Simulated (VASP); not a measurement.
The system is VSi2.

```
V Si
1.0
     4.53480    0.00000    0.00000
    -2.26740    3.92725    0.00000
     0.00000    0.00000    6.31890
V Si
3 6
Direct
  0.00000 0.50000 0.16667
  0.50000 0.50000 0.83333
  0.50000 0.00000 0.50000
  0.83751 0.67501 0.50000
  0.16249 0.83751 0.83333
  0.67501 0.83751 0.16667
  0.16249 0.32499 0.50000
  0.83751 0.16249 0.83333
  0.32499 0.16249 0.16667
```

* Program: VASP 6.6.1
* Task: relaxation of cell and atoms
* Functional: PBE
* Potentials or basis: VASP PAW PBE potentials, release 64 (V_sv, Si)
* Cutoff: 600 eV
* k mesh: 6 × 6 × 4
* Occupations: gaussian, width 0.1 eV
* Spin: no spin polarisation

At the start: pressure 3.9 GPa; volume 12.50 Å³/atom.

**Question.** How do energy, volume and symmetry change on relaxing?

**Answer.** Over 3 steps the energy falls by 3.3 meV/atom and the volume is 12.77 Å³/atom (+2.1 %); space group P6_222 (No. 180, to 0.1 Å) before and after.

The path:
```tsv
step	energy change (eV)	largest force (eV/Å)	pressure (GPa)	volume (Å³)
1	0.0000	0.0813	3.93	112.54
2	0.0038	0.0017	-3.88	117.60
3	-0.0301	0.0385	-0.02	114.95
```

Final structure:
```yaml
crystal:
  lattice:
    - [4.56330, 0.00000, 0.00000]
    - [-2.28165, 3.95193, 0.00000]
    - [0.00000, 0.00000, 6.37410]
  atoms:
    - { symbol: V, position: [0.00000, 0.50000, 0.16667] }
    - { symbol: V, position: [0.50000, 0.50000, 0.83333] }
    - { symbol: V, position: [0.50000, 0.00000, 0.50000] }
    - { symbol: Si, position: [0.83726, 0.67453, 0.50000] }
    - { symbol: Si, position: [0.16274, 0.83726, 0.83333] }
    - { symbol: Si, position: [0.67453, 0.83726, 0.16667] }
    - { symbol: Si, position: [0.16274, 0.32547, 0.50000] }
    - { symbol: Si, position: [0.83726, 0.16274, 0.83333] }
    - { symbol: Si, position: [0.32547, 0.16274, 0.16667] }
```

Caveat: an odd number of electrons without spin polarisation forces a metal; a magnetic or distorted state may lie lower.
